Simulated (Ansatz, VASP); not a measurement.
## Zr: VASP beside Ansatz

INCAR

```
SYSTEM = Zr
PREC = Accurate ; ENCUT = 600
EDIFF = 1E-6 ; ISMEAR = 0
SIGMA = 0.1 ; LREAL = .False.
LASPH = .True. ; NELM = 60
ALGO = Fast ; ISIF = 3
LWAVE = .False. ; LCHARG = .False.
GGA = PE ; IBRION = 2
NSW = 100 ; EDIFFG = -0.005
```

Contents of KPOINTS:

```
Automatic mesh
0
Gamma
  16 16 16
  0 0 0
```

The input POSCAR:

```
Zr
1.0
    0.0000000000      2.2646202716      2.2646202716
    2.2646202716      0.0000000000      2.2646202716
    2.2646202716      2.2646202716      0.0000000000
Zr
1
Direct
    0.0000000000      0.0000000000      0.0000000000
```

Input for Ansatz:

```yaml
crystal:
  lattice:
    - [0.0, 2.2646202716, 2.2646202716]
    - [2.2646202716, 0.0, 2.2646202716]
    - [2.2646202716, 2.2646202716, 0.0]
  atoms:
    - { symbol: Zr, position: [0.0, 0.0, 0.0] }
basis:
  ecutwfc: 420
kpoints:
  mp_grid: { grid: [16, 16, 16] }
hamiltonian:
  xc: pbe
scf:
  occupations: { method: gaussian, width: 0.1 }
output:
  forces: true
  stress: true
  eigenvalues: true
relax:
  adjacent_minimum: "off"
  f_tol: 0.005
  max_steps: 80
  cell: { stress_tol: 0.05 }
```

Alike in both runs: task relaxation of cell and atoms; functional PBE; k mesh 16 × 16 × 16; occupations gaussian, width 0.1 eV; no spin polarisation.

|  | VASP | Ansatz |
| --- | --- | --- |
| version | VASP 6.6.1 | Ansatz 0.2.0 |
| potentials or method | VASP PAW PBE potentials, release 64 (Zr_sv), cutoff 600 eV | scalar-relativistic, plane waves, PAW |
| valence electrons in the cell | 12 | 12 |

Ansatz gave:

```
gap on the k mesh at the Fermi level, each at its own relaxed structure (eV) : none
relaxed volume (Å³/atom)                                                     : 23.19
relaxed cell length with the largest relative difference (Å)                 : 3.201
```

Estimate VASP's values.

gap on the k mesh at the Fermi level, each at its own relaxed structure (eV): none; relaxed volume (Å³/atom): 23.20; relaxed cell length with the largest relative difference (Å): 3.201.

A gap of «none» marks a metal or a gap that the smearing closes.
